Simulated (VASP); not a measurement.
Here is a VASP 6.6.1 calculation.

File INCAR:

```
PREC = Accurate
ENCUT = 520
EDIFF = 1E-6
ISMEAR = 0
SIGMA = 0.1
LREAL = F
LASPH = T
NELM = 100
ALGO = Normal
ISIF = 2
LWAVE = F
LCHARG = T
LDIPOL = T
IDIPOL = 3
DIPOL = 0.5 0.5 0.327
GGA = PE
LELF = T
LVHAR = T
LVACPOTAV = T
NBANDS = 57
```

File KPOINTS:

```
regular mesh
0
Gamma
  6 6 1
```

File POSCAR:

```
Mo6CO
1.0
    4.4695765303      0.0000000000      0.0000000000
   -2.2347882651      3.8707668194      0.0000000000
    0.0000000000      0.0000000000     22.2595667262
Mo C O
6 1 1
Direct
    0.6666666667      0.3333333333      0.1796980170
    0.3333333333      0.6666666667      0.2206848206
    0.0000000000      0.0000000000      0.2616716241
    0.6666666667      0.3333333333      0.2990464568
    0.3333333333      0.6666666667      0.3355219825
    0.0000000000      0.0000000000      0.3710569405
    0.1666666667      0.3333333333      0.4752817904
    0.3165077775      0.6330155550      0.4752817904
```

Potentials or basis: VASP PAW PBE potentials, release 64 (Mo_sv, C, O).

Command:

```sh
$ cat potpaw_PBE.64/Mo_sv/POTCAR potpaw_PBE.64/C/POTCAR potpaw_PBE.64/O/POTCAR > POTCAR
$ mpirun -np 1 vasp_std > vasp.out
```

(1) Estimate the largest force.

(2) Estimate the band gap on the k mesh.

## Answers

(1) 1.920 eV/Å.

(2) zero (filled and empty bands touch).
